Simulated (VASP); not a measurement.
Crystal: Sr.

```
Sr
1.0
     4.31000    0.00000    0.00000
    -2.15500    3.73257    0.00000
     0.00000    0.00000    7.05000
Sr
2
Direct
  0.33333 0.66667 0.25000
  0.66667 0.33333 0.75000
```

- Program: VASP 6.6.1
- Task: relaxation of cell and atoms
- Functional: PBEsol
- Potentials or basis: VASP PAW PBE potentials, release 64 (Sr_sv)
- Cutoff: 600 eV
- k mesh: 10 × 10 × 6
- Occupations: fermi-dirac, width 0.08 eV
- Spin: no spin polarisation

At the start: pressure -0.8 GPa; volume 56.71 Å³/atom.

Q: How do energy, volume and symmetry change on relaxing?

A: Over 29 steps the energy falls by 11.9 meV/atom and the volume is 52.42 Å³/atom (-7.6 %); space group P6_3/mmc (No. 194, to 0.05 Å).

The path:
```tsv
step	energy change (eV)	largest force (eV/Å)	pressure (GPa)	volume (Å³)
1	0.0000	0.0000	-0.84	113.42
2	-0.0190	0.0000	-0.41	108.59
3	-0.0237	0.0000	0.04	104.46
4	-0.0238	0.0000	0.01	104.79
5	-0.0238	0.0000	0.00	104.95
6	-0.0238	0.0000	-0.01	104.96
7	-0.0238	0.0000	-0.01	104.97
8	-0.0238	0.0000	-0.01	104.96
9	-0.0238	0.0000	-0.01	104.96
10	-0.0238	0.0000	-0.01	104.96
11	-0.0238	0.0000	-0.01	104.96
12	-0.0238	0.0000	-0.01	104.96
13	-0.0238	0.0000	-0.01	104.96
14	-0.0238	0.0000	-0.01	104.86
15	-0.0238	0.0000	0.00	104.82
16	-0.0238	0.0000	0.01	104.84
17	-0.0238	0.0000	0.01	104.86
18	-0.0238	0.0000	0.01	104.86
19	-0.0238	0.0000	-0.01	104.93
20	-0.0238	0.0000	-0.02	104.91
21	-0.0238	0.0000	-0.02	104.88
22	-0.0238	0.0000	-0.01	104.87
23	-0.0238	0.0000	-0.01	104.87
24	-0.0238	0.0000	-0.01	104.86
25	-0.0238	0.0000	-0.01	104.86
26	-0.0238	0.0000	0.00	104.86
27	-0.0238	0.0000	0.00	104.86
28	-0.0238	0.0000	0.00	104.86
29	-0.0238	0.0000	0.00	104.84
```

Final structure:
```yaml
crystal:
  lattice:
    - [4.19203, 0.00000, 0.00000]
    - [-2.09601, 3.63040, 0.00000]
    - [0.00000, 0.00000, 6.88889]
  atoms:
    - { symbol: Sr, position: [0.33333, 0.66667, 0.25000] }
    - { symbol: Sr, position: [0.66667, 0.33333, 0.75000] }
```

Caveat: the PAW data sets were made with another functional, which shifts forces and pressure a little.
